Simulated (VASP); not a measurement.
# ZrAl3N4 (Cmmm) in VASP: further runs

ZrAl3N4 is run at these levels: PBE; tasks: single point, relaxation of cell and atoms.

Program: VASP 6.6.1. These are calculated values, not measurements. Logs are shortened: lines on timing, memory, paths and dates and some standing lists are left out, and cuts for length are marked.

### 1 The cell of the first run

It takes space group Cmmm (No. 65, orthorhombic). The conventional cell has a = 6.670 Å, b = 9.433 Å, c = 3.335 Å, α = 90.00°, β = 90.00°, γ = 90.00°. Zr (site symmetry mmm) has 6 N at 2.36 Å within 3.1 Å. Within 3.1 Å of Al (site symmetry 2/m) lie 6 N at 2.36 Å. Al (site symmetry mmm) has 6 N at 2.36 Å within 3.1 Å. Within 3.1 Å of N (site symmetry 2mm) lie 2 Zr at 2.36 Å and 4 Al at 2.36 Å. Within 3.1 Å of N (site symmetry m2m) lie 5 Al at 2.36 Å and 1 Zr at 2.36 Å.

### 2 Single point, PBE

The input, INCAR:

```
SYSTEM = ZrAl3N4
ALGO = Normal ; EDIFF = 1E-6
ENCUT = 600 ; GGA = PE
GGA_COMPAT = .FALSE. ; ISIF = 2
ISMEAR = 0 ; LASPH = .TRUE.
LCHARG = .TRUE. ; LELF = .TRUE.
LREAL = .FALSE. ; LVHAR = .TRUE.
LWAVE = .FALSE. ; NBANDS = 30
NELM = 120 ; PREC = Accurate
SIGMA = 0.1
```

The input, KPOINTS:

```
k-points
0
G
  4 4 6
  0 0 0
```

The input, POSCAR:

```
ZrAl3N4
1.0
    3.3349784600     -4.7163717700      0.0000000000
    3.3349784600      4.7163717700      0.0000000000
    0.0000000000      0.0000000000      3.3349784600
Zr Al N
1 3 4
Direct
    0.5000000000      0.5000000000      0.5000000000
    0.0000000000      0.5000000000      0.0000000000
    0.5000000000      0.0000000000      0.0000000000
    0.0000000000      0.0000000000      0.5000000000
    0.7500000000      0.7500000000      0.0000000000
    0.2500000000      0.2500000000      0.0000000000
    0.7500000000      0.2500000000      0.5000000000
    0.2500000000      0.7500000000      0.5000000000
```

Potentials or basis: VASP PAW PBE potentials, release 64 (Zr_sv, Al, N).

Launch:

```
$ cat potpaw_PBE.64/Zr_sv/POTCAR potpaw_PBE.64/Al/POTCAR potpaw_PBE.64/N/POTCAR > POTCAR
$ mpirun -np 1 vasp_std > vasp.out
```

OUTCAR:

```text
SYSTEM = ZrAl3N4
   EDIFF = 1E-6
   ENCUT = 600
   GGA = PE
   ISIF = 2
   ISMEAR = 0
   LASPH = .TRUE.
   LREAL = .FALSE.
   NELM = 120
   PREC = Accurate

 ion  position               nearest neighbor table
   1  0.500  0.500  0.500-   5 2.36   6 2.36   5 2.36   6 2.36   7 2.36   8 2.36   4 3.33   4 3.33
                             3 3.33   3 3.33   2 3.33   3 3.33   3 3.33   2 3.33   2 3.33   2 3.33
   2  0.000  0.500  0.000-   7 2.36   8 2.36   7 2.36   8 2.36   5 2.36   6 2.36   3 3.33   3 3.33
                             4 3.33   1 3.33   4 3.33   4 3.33   4 3.33   1 3.33   1 3.33   1 3.33
   3  0.500  0.000  0.000-   7 2.36   8 2.36   7 2.36   8 2.36   5 2.36   6 2.36   2 3.33   2 3.33
                             4 3.33   1 3.33   4 3.33   1 3.33   1 3.33   4 3.33   4 3.33   1 3.33
   4  0.000  0.000  0.500-   5 2.36   6 2.36   5 2.36   6 2.36   7 2.36   8 2.36   1 3.33   1 3.33
                             3 3.33   2 3.33   3 3.33   2 3.33   2 3.33   3 3.33   3 3.33   2 3.33
   5  0.750  0.750  0.000-   1 2.36   4 2.36   1 2.36   4 2.36   3 2.36   2 2.36
   6  0.250  0.250  0.000-   1 2.36   4 2.36   1 2.36   4 2.36   3 2.36   2 2.36
   7  0.750  0.250  0.500-   2 2.36   3 2.36   2 2.36   3 2.36   1 2.36   4 2.36
   8  0.250  0.750  0.500-   2 2.36   3 2.36   2 2.36   3 2.36   1 2.36   4 2.36

  LATTYP: Found a base centered orthorhombic cell.
 ALAT       =     6.6699569200
 B/A-ratio  =     1.4142135629
 C/A-ratio  =     0.5000000000

  Lattice vectors:

 A1 = (   3.3349784600,  -4.7163717700,   0.0000000000)
 A2 = (   3.3349784600,   4.7163717700,   0.0000000000)
 A3 = (   0.0000000000,   0.0000000000,   3.3349784600)

Analysis of symmetry for initial positions (statically):
=====================================================================
 Subroutine PRICEL returns:
 Original cell was already a primitive cell.

 Routine SETGRP: Setting up the symmetry group for a
 base centered orthorhombic supercell.

 Subroutine GETGRP returns: Found  8 space group operations
 (whereof  8 operations were pure point group operations)
 out of a pool of  8 trial point group operations.

The static configuration has the point symmetry D_2h.

Analysis of symmetry for dynamics (positions and initial velocities):
=====================================================================
 Subroutine PRICEL returns:
 Original cell was already a primitive cell.

 Routine SETGRP: Setting up the symmetry group for a
 base centered orthorhombic supercell.

 Subroutine GETGRP returns: Found  8 space group operations
 (whereof  8 operations were pure point group operations)
 out of a pool of  8 trial point group operations.

The dynamic configuration has the point symmetry D_2h.

 Subroutine INISYM returns: Found  8 space group operations
 (whereof  8 operations are pure point group operations),
 and found     1 'primitive' translations

----------------------------------------------------------------------------------------

                                     Primitive cell

  volume of cell :     104.9117

  direct lattice vectors                    reciprocal lattice vectors
     3.334978460 -4.716371770  0.000000000     0.149926006 -0.106013695  0.000000000
     3.334978460  4.716371770  0.000000000     0.149926006  0.106013695  0.000000000
     0.000000000  0.000000000  3.334978460     0.000000000  0.000000000  0.299852012

  length of vectors
     5.776352136  5.776352136  3.334978460     0.183621107  0.183621107  0.299852012

  position of ions in fractional coordinates (direct lattice)
     0.500000000  0.500000000  0.500000000
     0.000000000  0.500000000  0.000000000
     0.500000000  0.000000000  0.000000000
     0.000000000  0.000000000  0.500000000
     0.750000000  0.750000000  0.000000000
     0.250000000  0.250000000  0.000000000
     0.750000000  0.250000000  0.500000000
     0.250000000  0.750000000  0.500000000

  ion indices of the primitive-cell ions
   primitive index   ion index
                 1           1
                 2           2
                 3           3
                 4           4
                 5           5
                 6           6
                 7           7
                 8           8

----------------------------------------------------------------------------------------

 KPOINTS: k-points

Automatic generation of k-mesh.
 Grid dimensions read from file:
 generate k-points for:    4    4    6

 Generating k-lattice:

  Cartesian coordinates                     Fractional coordinates (reciprocal lattice)
     0.037481501 -0.026503424  0.000000000     0.250000000  0.000000000  0.000000000
     0.037481501  0.026503424  0.000000000     0.000000000  0.250000000  0.000000000
     0.000000000  0.000000000  0.049975335     0.000000000  0.000000000  0.166666667

  Length of vectors
     0.045905277  0.045905277  0.049975335

  Shift w.r.t. Gamma in fractional coordinates (k-lattice)
     0.000000000  0.000000000  0.000000000

 Subroutine IBZKPT returns following result:
 ===========================================

 Found     28 irreducible k-points:

 Following reciprocal coordinates:
            Coordinates               Weight
  0.000000  0.000000  0.000000      1.000000
  0.250000  0.000000  0.000000      4.000000
  0.500000  0.000000  0.000000      2.000000
  0.250000  0.250000  0.000000      2.000000
  0.500000  0.250000  0.000000      4.000000
 -0.250000  0.250000  0.000000      2.000000
[... 16 lines left out ...]
  0.250000  0.000000  0.500000      4.000000
  0.500000  0.000000  0.500000      2.000000
 [... further k-points ...]
   k-points           NKPTS =     28   k-points in BZ     NKDIM =     28   number of bands    NBANDS=     30
   number of dos      NEDOS =    301   number of ions     NIONS =      8
   total plane-waves  NPLWV =  64512
   dimension x,y,z NGX =    48 NGY =   48 NGZ =   28
   dimension x,y,z NGXF=    96 NGYF=   96 NGZF=   56
   ions per type =               1   3   4
   NGX,Y,Z   is equivalent  to a cutoff of  13.81, 13.81, 13.96 a.u.
   NGXF,Y,Z  is equivalent  to a cutoff of  27.63, 27.63, 27.92 a.u.
 SYSTEM =  ZrAl3N4
   PREC   = accura    normal or accurate (medium, high low for compatibility)
   ISTART =      0    job   : 0-new  1-cont  2-samecut
   ICHARG =      2    charge: 1-file 2-atom 10-const
   ISPIN  =      1    spin polarized calculation?
   LNONCOLLINEAR =      F non collinear calculations
   LSORBIT =      F    spin-orbit coupling
   LASPH  =      T    aspherical Exc in radial PAW
   ENCUT  =  600.0 eV  44.10 Ry    6.64 a.u.  11.54 11.54  6.66*2*pi/ulx,y,z
   NELM   =    120;   NELMIN=  2; NELMDL= -5     # of ELM steps
   EDIFF  = 0.1E-05   stopping-criterion for ELM
   LREAL  =      F    real-space projection
   EDIFFG = 0.1E-04   stopping-criterion for IOM
   NSW    =      0    number of steps for IOM
   IBRION =     -1    ionic relax: 0-MD 1-quasi-New 2-CG
   NFREE  =      0    steps in history (QN), initial steepest desc. (CG)
   ISIF   =      2    stress and relaxation
   ISYM   =      2    0-nonsym 1-usesym 2-fastsym
   POTIM  = 0.5000    time-step for ionic-motion
   TEBEG  =    0.0;   TEEND  =   0.0 temperature during run
   PSTRESS=    0.0 pullay stress
   NELECT =      41.0000    total number of electrons
   NUPDOWN=      -1.0000    fix difference up-down
   EMIN   =  10.00;   EMAX   =-10.00  energy-range for DOS
   EFERMI =   0.00;   METHOD = LEGACY
   ISMEAR =     0;   SIGMA  =   0.10  broadening in eV -4-tet -1-fermi 0-gaus
   EFERMI_NEDOS =   21; number of points for ismear=-14 and -15
   IALGO  =     38    algorithm
   IMIX   =      4    mixing-type and parameters
     AMIX     =   0.40;   BMIX     =  1.00
     AMIX_MAG =   1.60;   BMIX_MAG =  1.00
  volume/ion in A,a.u.               =      13.11        88.50
  Fermi-wavevector in a.u.,A,eV,Ry     =   1.196910  2.261832 19.491612  1.432593
  Thomas-Fermi vector in A             =   2.332838
   LORBIT       =      0    0 simple, 1 ext, 2 COOP (PROOUT), +10 PAW based schemes
   GGA     = PE    functional components
   LHFCALC =     F    Hartree Fock is set to
   AEXX    =    0.0000 exact exchange contribution
   IVDW    =     0    specifies the selected vdW correction
   LEPSILON=     F    determine dielectric tensor
   LRPA    =     F    only Hartree local field effects (RPA)
 non-spin polarized calculation
 Gauss-broadening in eV      SIGMA  =   0.10
  energy-cutoff  :      600.00
  volume of cell :      104.91
 maximum number of plane-waves:      3530
 NGX is ok and might be reduce to    48
   NGX = 23   NGY = 23   NGZ = 13

 number of electron      40.9999999 magnetization

 Free energy of the ion-electron system (eV)
  ---------------------------------------------------
  ext. energy  EPLUGINS =         0.00000000
  ---------------------------------------------------
  free energy    TOTEN  =       -57.56825846 eV

  energy without entropy =      -57.55483636  energy(sigma->0) =      -57.56154741

 E-fermi :   8.2651     XC(G=0): -10.7443

 val. band max:        8.2175624371   @ k =  -0.2500   0.2500   0.1667
 cond. band min:       8.2715545295   @ k =   0.5000   0.0000   0.0000
 fundamental gap:      0.0539920925
 Fermi energy:         8.2651214998

 k-point     1 :       0.0000    0.0000    0.0000
  band No.  band energies     occupation
      1     -42.2531      2.00000
      2     -20.3764      2.00000
      3     -20.2798      2.00000
      4     -20.0388      2.00000
      5      -8.1018      2.00000
      6      -6.4034      2.00000
[... 22 lines left out ...]
     29      12.4847      0.00000
     30      13.1319      0.00000

 k-point     2 :       0.2500    0.0000    0.0000
  band No.  band energies     occupation
      1     -42.2531      2.00000
      2     -20.3770      2.00000
      3     -20.2803      2.00000
      4     -20.0388      2.00000
      5      -7.8993      2.00000
      6      -6.7065      2.00000
[... 718 lines left out ...]
 k-point    24 :       0.5000    0.0000    0.5000
  band No.  band energies     occupation
      1     -42.2228      2.00000
      2     -20.4525      2.00000
      3     -20.3362      2.00000
      4     -20.1941      2.00000
      5      -6.7822      2.00000
      6      -6.4164      2.00000
[... 22 lines left out ...]
     29      12.4711      0.00000
     30      12.9107      0.00000

 [... further k-points ...]

------------------------ aborting loop because EDIFF is reached ----------------------------------------

  FORCE on cell =-STRESS in cart. coord.  units (eV):
  Direction    XX          YY          ZZ          XY          YZ          ZX
  --------------------------------------------------------------------------------------
  -------------------------------------------------------------------------------------
  Total      -20.9760233    -22.4603263    -22.9335091      0.0000000      0.0000000      0.0000000
  in kB     -320.3388745   -343.0066577   -350.2329490      0.0000000      0.0000000      0.0000000
  external PRESSURE =    -337.8594937 kB  Pullay stress =       0.0000000 kB

 VOLUME and BASIS-vectors are now :
 -----------------------------------------------------------------------------
  energy-cutoff  :      600.00
  volume of cell :      104.91
      direct lattice vectors                 reciprocal lattice vectors
     3.334978460 -4.716371770  0.000000000     0.149926006 -0.106013695  0.000000000
     3.334978460  4.716371770  0.000000000     0.149926006  0.106013695  0.000000000
     0.000000000  0.000000000  3.334978460     0.000000000  0.000000000  0.299852012

 POSITION                                       TOTAL-FORCE (eV/Angst)
 -----------------------------------------------------------------------------------
      3.33498      0.00000      1.66749         0.000000      0.000000      0.000000
      1.66749      2.35819      0.00000         0.000000      0.000000      0.000000
      1.66749     -2.35819      0.00000        -0.000000      0.000000      0.000000
      0.00000      0.00000      1.66749         0.000000      0.000000      0.000000
      5.00247      0.00000      0.00000         0.940209      0.000000      0.000000
      1.66749      0.00000      0.00000        -0.940209      0.000000      0.000000
      3.33498     -2.35819      1.66749         0.000000     -0.475435      0.000000
      3.33498      2.35819      1.66749         0.000000      0.475435      0.000000
 -----------------------------------------------------------------------------------
    total drift:                               -0.000000     -0.000000     -0.000000

  FREE ENERGIE OF THE ION-ELECTRON SYSTEM (eV)
  ---------------------------------------------------
  free  energy   TOTEN  =       -57.5682584598 eV

  energy  without entropy=      -57.5548363553  energy(sigma->0) =      -57.56154741
```

Wall time 94 s (1 thread of Intel Xeon Platinum 8375C at 2.90GHz (Ice Lake), shared host); peak memory 0.29 GiB.

Results:

```yaml
Free_energy: -57.5683 eV
Pressure: -33.8 GPa
Largest_force: 0.940 eV/Å
Band_gap_on_the_k_mesh: zero (an odd number of electrons rules out a gap without spin polarisation)
```

Forces in eV/Å, atoms in the order of the input:
```
Zr   0.000  0.000  0.000
Al   0.000  0.000  0.000
Al   0.000  0.000  0.000
Al   0.000  0.000  0.000
N    0.940  0.000  0.000
N   -0.940  0.000  0.000
N    0.000 -0.475  0.000
N    0.000  0.475  0.000
```

Caveat: the cell stands under tension.

### 3 Single point, PBE

This run uses another cell than the first one, of 9.58 Å³/atom.

The input, INCAR:

```
SYSTEM = ZrAl3N4
  PREC = Accurate
  ENCUT = 600
  EDIFF = 1E-6
  ISMEAR = 0
  SIGMA = 0.1
  LREAL = .FALSE.
  LASPH = .TRUE.
  NELM = 120
  ALGO = Normal
  ISIF = 2
  LWAVE = .FALSE.
  LCHARG = .TRUE.
  GGA = PE
  LELF = .TRUE.
  LVHAR = .TRUE.
  NBANDS = 30
  GGA_COMPAT = .FALSE.
```

The input, KPOINTS:

```
regular mesh
0
G
  8 8 12
  0 0 0
```

The input, POSCAR:

```
ZrAl3N4
1.0
    3.0517933215     -4.2292006051      0.0000000000
    3.0517933215      4.2292006051      0.0000000000
    0.0000000000      0.0000000000      2.9675984066
Zr Al N
1 3 4
Direct
    0.5000000000      0.5000000000      0.5000000000
    0.0000000000      0.5000000000      0.0000000000
    0.5000000000      0.0000000000      0.0000000000
    0.0000000000      0.0000000000      0.5000000000
    0.7758608640      0.7758608640      0.0000000000
    0.2241391360      0.2241391360      0.0000000000
    0.7599549578      0.2400450422      0.5000000000
    0.2400450422      0.7599549578      0.5000000000
```

Potentials or basis: VASP PAW PBE potentials, release 64 (Zr_sv, Al, N).

Launch:

```
$ cat potpaw_PBE.64/Zr_sv/POTCAR potpaw_PBE.64/Al/POTCAR potpaw_PBE.64/N/POTCAR > POTCAR
$ mpirun -np 1 vasp_std > vasp.out
```

It took 5 min on 1 thread of Intel Xeon Platinum 8375C at 2.90GHz (Ice Lake), shared host; peak memory 0.46 GiB.

Results (log left out):

```yaml
Free_energy: -61.9816 eV
Pressure: -0.2 GPa
Largest_force: 0.022 eV/Å
Band_gap_on_the_k_mesh: zero (an odd number of electrons rules out a gap without spin polarisation)
```

Forces on the atoms (eV/Å):
```
Zr   0.000  0.000  0.000
Al   0.000  0.000  0.000
Al   0.000  0.000  0.000
Al   0.000  0.000  0.000
N    0.022  0.000  0.000
N   -0.022  0.000  0.000
N    0.000 -0.015  0.000
N    0.000  0.015  0.000
```

Levels at points of the mesh, in eV from the Fermi level:
| k point | band 17 | band 18 | band 19 | band 20 | band 21 | band 22 | band 23 | band 24 | band 25 | band 26 |
| --- | --- | --- | --- | --- | --- | --- | --- | --- | --- | --- |
| (0.00, 0.00, 0.00) | -3.70 | -2.73 | -2.67 | -2.64 | -1.70 | 0.48 | 1.85 | 2.51 | 2.64 | 3.21 |
| (0.50, 0.00, 0.00) | -3.95 | -3.68 | -3.27 | -3.12 | -0.36 | 1.17 | 2.38 | 2.70 | 3.75 | 4.41 |
| (0.50, 0.50, 0.00) | -4.38 | -4.13 | -3.38 | -3.08 | -1.37 | 2.45 | 2.93 | 3.07 | 3.08 | 4.28 |
| (0.00, 0.00, 0.50) | -5.09 | -4.99 | -4.93 | -3.71 | 1.28 | 1.71 | 2.72 | 3.67 | 4.47 | 5.34 |
| (0.50, 0.00, 0.50) | -5.10 | -4.96 | -3.30 | -3.14 | -0.17 | 0.82 | 2.22 | 3.66 | 4.69 | 4.81 |
| (0.50, 0.50, 0.50) | -4.60 | -4.31 | -4.21 | -3.68 | -1.15 | -0.76 | 0.29 | 2.25 | 3.42 | 3.83 |

[end of part 1 of 2]
